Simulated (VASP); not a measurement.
# Lu (C2/c) in VASP: single point with BLYP

Aim: the single point of Lu with BLYP.

Program: VASP 6.6.1. These are calculated values, not measurements. Logs are shortened: lines on timing, memory, paths and dates and some standing lists are left out, and cuts for length are marked.

## Step 1: The cell of the first run

The typed cell holds 2 atoms: a = 3.441 Å, b = 3.441 Å, c = 6.367 Å, α = 105.66°, β = 105.66°, γ = 120.02°.

## Step 2: Single point, BLYP (volume scaled by 0.92)

INCAR

```
SYSTEM = Lu
  PREC = Accurate
  ENCUT = 520
  EDIFF = 1E-7
  ISMEAR = -1
  SIGMA = 0.1
  LREAL = .False.
  LASPH = .True.
  NELM = 80
  ALGO = Normal
  ISIF = 2
  LWAVE = .False.
  LCHARG = .False.
  GGA = B5
  ALDAX = 1.0
  AGGAX = 1.0
  AGGAC = 1.0
  ALDAC = 0.0
  NBANDS = 32
```

KPOINTS

```
regular mesh
0
Gamma
  13 13 7
  0 0 0
```

POSCAR

```
Lu
1.0
   -2.3169990246      1.8977061635      1.6943584803
    1.8977061635     -2.3169990246      1.6943584803
    4.1520575373      4.1520575373     -2.4622941234
Lu
2
Direct
    0.9583898942      0.0416101058      1.0000000000
    0.7916101058      0.2083898942      0.5000000000
```

Potentials or basis: VASP PAW PBE potentials, release 64 (Lu).

Started as:

```bash
$ cat potpaw_PBE.64/Lu/POTCAR > POTCAR
$ mpirun -np 1 vasp_std > vasp.out
```

OUTCAR:

```text
SYSTEM = Lu
   PREC = Accurate
   ENCUT = 520
   EDIFF = 1E-7
   ISMEAR = -1
   LREAL = .False.
   LASPH = .True.
   NELM = 80
   ISIF = 2
   GGA = B5

 ion  position               nearest neighbor table
   1  0.958  0.042  0.000-   2 3.34   2 3.34   2 3.34   2 3.34   2 3.34   2 3.34
   2  0.792  0.208  0.500-   1 3.34   1 3.34   1 3.34   1 3.34   1 3.34   1 3.34

  Warning from LATTYP: Got some problem with cell dimensions!
  Tried to take original basis but could not verify dimensions!
  LATTYP: Found a base centered monoclinic cell.
 ALAT       =     3.4402057563
 B/A-ratio  =     1.7325978911
 C/A-ratio  =     1.5579303798
 COS(beta)  =    -0.0004957997

  Lattice vectors:

 A1 = (   2.3169990246,  -1.8977061635,  -1.6943584803)
 A2 = (  -1.8977061635,   2.3169990246,  -1.6943584803)
 A3 = (   3.7327646762,   3.7327646762,   0.9264228372)

Analysis of symmetry for initial positions (statically):
=====================================================================
 Subroutine PRICEL returns:
 Original cell was already a primitive cell.

 Routine SETGRP: Setting up the symmetry group for a
 base centered monoclinic supercell.

 Subroutine GETGRP returns: Found  4 space group operations
 (whereof  2 operations were pure point group operations)
 out of a pool of  4 trial point group operations.

The static configuration has the point symmetry C_2 .
 The point group associated with its full space group is C_2h.

Analysis of symmetry for dynamics (positions and initial velocities):
=====================================================================
 Subroutine PRICEL returns:
 Original cell was already a primitive cell.

 Routine SETGRP: Setting up the symmetry group for a
 base centered monoclinic supercell.

 Subroutine GETGRP returns: Found  4 space group operations
 (whereof  2 operations were pure point group operations)
 out of a pool of  4 trial point group operations.

The dynamic configuration has the point symmetry C_2 .
 The point group associated with its full space group is C_2h.

 Subroutine INISYM returns: Found  4 space group operations
 (whereof  2 operations are pure point group operations),
 and found     1 'primitive' translations

----------------------------------------------------------------------------------------

                                     Primitive cell

  volume of cell :      54.9502
[... 84 lines left out ...]
   LNONCOLLINEAR =      F non collinear calculations
   LSORBIT =      F    spin-orbit coupling
   LASPH  =      T    aspherical Exc in radial PAW
   ENCUT  =  520.0 eV  38.22 Ry    6.18 a.u.   6.40  6.40 11.84*2*pi/ulx,y,z
   NELM   =     80;   NELMIN=  2; NELMDL= -5     # of ELM steps
   EDIFF  = 0.1E-06   stopping-criterion for ELM
   LREAL  =      F    real-space projection
   EDIFFG = 0.1E-05   stopping-criterion for IOM
   NSW    =      0    number of steps for IOM
   IBRION =     -1    ionic relax: 0-MD 1-quasi-New 2-CG
   NFREE  =      0    steps in history (QN), initial steepest desc. (CG)
   ISIF   =      2    stress and relaxation
   ISYM   =      2    0-nonsym 1-usesym 2-fastsym
   POTIM  = 0.5000    time-step for ionic-motion
   TEBEG  =    0.0;   TEEND  =   0.0 temperature during run
   PSTRESS=    0.0 pullay stress
   NELECT =      50.0000    total number of electrons
   NUPDOWN=      -1.0000    fix difference up-down
   EMIN   =  10.00;   EMAX   =-10.00  energy-range for DOS
   EFERMI =   0.00;   METHOD = LEGACY
   ISMEAR =    -1;   SIGMA  =   0.10  broadening in eV -4-tet -1-fermi 0-gaus
   EFERMI_NEDOS =   21; number of points for ismear=-14 and -15
   IALGO  =     38    algorithm
   IMIX   =      4    mixing-type and parameters
     AMIX     =   0.40;   BMIX     =  1.00
     AMIX_MAG =   1.60;   BMIX_MAG =  1.00
  volume/ion in A,a.u.               =      27.48       185.41
  Fermi-wavevector in a.u.,A,eV,Ry     =   1.586385  2.997832 34.240641  2.516616
  Thomas-Fermi vector in A             =   2.685704
   LORBIT       =      0    0 simple, 1 ext, 2 COOP (PROOUT), +10 PAW based schemes
   GGA     = B5    functional components
   LHFCALC =     F    Hartree Fock is set to
   AEXX    =    0.0000 exact exchange contribution
   IVDW    =     0    specifies the selected vdW correction
   LEPSILON=     F    determine dielectric tensor
   LRPA    =     F    only Hartree local field effects (RPA)
 non-spin polarized calculation
  energy-cutoff  :      520.00
  volume of cell :       54.95
 maximum number of plane-waves:      1502
 NGX is ok and might be reduce to    28
   NGX = 13   NGY = 13   NGZ = 23

 number of electron      49.9999997 magnetization

 Free energy of the ion-electron system (eV)
  ---------------------------------------------------
  ext. energy  EPLUGINS =         0.00000000
  ---------------------------------------------------
  free energy    TOTEN  =        -6.99693258 eV

  energy without entropy =       -6.89503091  energy(sigma->0) =       -6.94598174

 E-fermi :   2.9499     XC(G=0): -10.4756

 val. band max:        2.9421558043   @ k =  -0.2308   0.0000   0.1429
 cond. band min:       2.9505497321   @ k =   0.3077  -0.0000   0.2857
 fundamental gap:      0.0083939277
 Fermi energy:         2.9498613948

 k-point     1 :       0.0000    0.0000    0.0000
  band No.  band energies     occupation
      1     -52.9427      2.00000
      2     -52.8937      2.00000
      3     -24.1849      2.00000
      4     -23.6575      2.00000
      5     -23.6573      2.00000
      6     -23.5528      2.00000
[... 829 lines left out ...]
     31       8.6647      0.00000
     32       9.2572      0.00000

 [... further k-points ...]

------------------------ aborting loop because EDIFF is reached ----------------------------------------

  FORCE on cell =-STRESS in cart. coord.  units (eV):
  Direction    XX          YY          ZZ          XY          YZ          ZX
  --------------------------------------------------------------------------------------
  -------------------------------------------------------------------------------------
  Total        1.5547307      1.5547307      1.5529191      0.0040502     -0.0034403     -0.0034403
  in kB       45.3311491     45.3311491     45.2783268      0.1180899     -0.1003077     -0.1003096
  external PRESSURE =      45.3135417 kB  Pullay stress =       0.0000000 kB

 VOLUME and BASIS-vectors are now :
 -----------------------------------------------------------------------------
  energy-cutoff  :      520.00
  volume of cell :       54.95
      direct lattice vectors                 reciprocal lattice vectors
    -2.316999025  1.897706164  1.694358480    -0.024202670  0.213061849  0.318464870
     1.897706164 -2.316999025  1.694358480     0.213061849 -0.024202670  0.318464870
     4.152057537  4.152057537 -2.462294123     0.129958135  0.129958135  0.032159970

 POSITION                                       TOTAL-FORCE (eV/Angst)
 -----------------------------------------------------------------------------------
     -2.14162      1.72233      1.69436         0.000272     -0.000272     -0.000000
      0.63733      3.09543      0.46321        -0.000272      0.000272      0.000000
 -----------------------------------------------------------------------------------
    total drift:                               -0.000000      0.000000     -0.000000

  FREE ENERGIE OF THE ION-ELECTRON SYSTEM (eV)
  ---------------------------------------------------
  free  energy   TOTEN  =        -6.9969325796 eV

  energy  without entropy=       -6.8950309059  energy(sigma->0) =       -6.94598174
```

stdout:

```text
POSCAR found type information on POSCAR Lu
 POSCAR found :  1 types and       2 ions
 scaLAPACK will be used
 -----------------------------------------------------------------------------
|                                                                             |
|                                                                             |
|     You enforced a specific xc type in the INCAR file but a different       |
|     I HOPE YOU KNOW WHAT YOU ARE DOING!                                     |
|                                                                             |
 -----------------------------------------------------------------------------

 LDA part: xc-table for (Slater(with rela. corr.)+VWN5), standard interpolation
 POSCAR, INCAR and KPOINTS ok, starting setup
 FFT: planning ... GRIDC
 FFT: planning ... GRID_SOFT
 FFT: planning ... GRID
 WAVECAR not read
 entering main loop
```

Run time: 6.5 min. Hardware: 1 thread of Intel Xeon Platinum 8488C (Sapphire Rapids), shared host; peak memory 0.54 GiB.

What came out:

```yaml
Free_energy: -6.9969 eV
Pressure: 4.5 GPa
Band_gap_on_the_k_mesh: zero (band 25 reaches 4.03 eV, above the bottom of band 26 at 2.37 eV)
```

Caveat: the PAW data sets were made with another functional, which shifts forces and pressure a little; spin-orbit coupling is left out, which moves the levels of the heavy elements.
